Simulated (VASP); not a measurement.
The system is Ru.

```
Ru
1.0
     2.70783    0.00000    0.00000
    -1.35391    2.34505    0.00000
     0.00000    0.00000    4.26810
Ru
2
Cartesian
  0.0000 1.5634 1.0670
  1.3539 0.7817 3.2011
```

| Item | Value |
| --- | --- |
| Program | VASP 6.6.1 |
| Task | relaxation of cell and atoms |
| Functional | PBEsol |
| Potentials or basis | VASP PAW PBE potentials, release 64 (Ru_pv) |
| Cutoff | 600 eV |
| k mesh | 9 × 9 × 4 |
| Occupations | gaussian, width 0.1 eV |
| Spin | no spin polarisation |

At the start: pressure -5.6 GPa; volume 13.55 Å³/atom.

Where does the relaxation end?

Over 3 steps the energy falls by 4.1 meV/atom and the volume is 13.33 Å³/atom (-1.6 %); space group P6_3/mmc (No. 194, to 0.05 Å).

Step by step:
```csv
step,energy change (eV),largest force (eV/Å),pressure (GPa),volume (Å³)
1,0.0000,0.0000,-5.65,27.10
2,0.0793,0.0000,21.29,25.27
3,-0.0082,0.0000,-0.15,26.66
```

Final structure:
```cif
data_structure
_symmetry_space_group_name_H-M 'P 1'
_symmetry_Int_Tables_number 1
_cell_length_a 2.6940
_cell_length_b 2.6940
_cell_length_c 4.2415
_cell_angle_alpha 90.000
_cell_angle_beta 90.000
_cell_angle_gamma 120.000
_cell_volume 26.66
loop_
_atom_site_label
_atom_site_type_symbol
_atom_site_fract_x
_atom_site_fract_y
_atom_site_fract_z
_atom_site_occupancy
Ru1 Ru 0.33333 0.66667 0.25000 1
Ru2 Ru 0.66667 0.33333 0.75000 1
```

Caveat: the k points lie up to 0.37 Å⁻¹ apart in the final cell; the PAW data sets were made with another functional, which shifts forces and pressure a little.
